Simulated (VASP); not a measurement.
# Cs3Al: relaxation of cell and atoms with PBE

Crystal: Cs3Al.

```xyz
4
Lattice="6.2647 0.0000 0.0000 0.0000 6.2647 0.0000 0.0000 0.0000 6.2647" Properties=species:S:1:pos:R:3 pbc="T T T"
Cs    0.0000    3.1324    3.1324
Cs    3.1324    0.0000    3.1324
Cs    3.1324    3.1324    0.0000
Al    0.0000    0.0000    0.0000
```

```
Program                : VASP 6.6.1
Task                   : relaxation of cell and atoms
Functional             : PBE
Potentials or basis    : VASP PAW PBE potentials, release 64 (Cs_sv, Al)
Cutoff                 : 600 eV
k mesh                 : 8 × 8 × 8
Occupations            : gaussian, width 0.1 eV
Spin                   : no spin polarisation
Dipole correction      : no
Further INCAR settings : ALGO = Fast; EDIFF = 1e-06; IBRION = 2; EDIFFG = -0.01; NSW = 100; ISIF = 3
```

```yaml
Relaxed_volume: 66.17 Å³/atom
Relaxed_cell: a = 6.421 Å, b = 6.421 Å, c = 6.421 Å, α = 90.00°, β = 90.00°, γ = 90.00°
Space_group_after_relaxing_to_0.1_Å: Pm-3m (No. 221)
Energy_gained_by_relaxing: 4.3 meV/atom
Ionic_steps: 4
Pressure_after_relaxing: 0.0 GPa
Band_gap_on_the_k_mesh: zero (bands 15 and 16 overlap by 0.64 eV)
```

The path:
```csv
step,energy change (eV),largest force (eV/Å),pressure (GPa),volume (Å³)
1,0.0000,0.0000,0.30,245.87
2,-0.0066,0.0000,0.23,249.93
3,-0.0167,0.0000,0.04,261.91
4,-0.0172,0.0000,0.01,264.68
```

Final structure:
```xyz
4
Lattice="6.4206 0.0000 0.0000 0.0000 6.4206 0.0000 0.0000 0.0000 6.4206" Properties=species:S:1:pos:R:3 pbc="T T T"
Cs    0.0000    3.2103    3.2103
Cs    3.2103    0.0000    3.2103
Cs    3.2103    3.2103    0.0000
Al    0.0000    0.0000    0.0000
```

Levels at points of the mesh, in eV from the Fermi level:
```csv
k point,band 11,band 12,band 13,band 14,band 15,band 16,band 17,band 18,band 19
"(0.00, 0.00, 0.00)",-10.19,-10.19,-4.40,-1.01,0.59,0.59,0.59,0.83,0.83
"(0.50, 0.00, 0.00)",-10.22,-10.22,-4.15,-1.17,0.14,0.18,0.18,1.53,1.67
"(0.50, 0.50, 0.00)",-10.29,-10.13,-4.09,-0.56,-0.56,-0.02,0.52,1.65,1.65
"(0.50, 0.50, 0.50)",-10.12,-10.12,-4.17,0.13,0.13,0.13,0.40,0.40,0.40
```

Run time: 4.6 min on 1 thread of Intel(R) Xeon(R) 6975P-C (Granite Rapids), on a shared host, peak memory 0.48 GiB.

Caveat: spin-orbit coupling is left out, which moves the levels of the heavy elements.
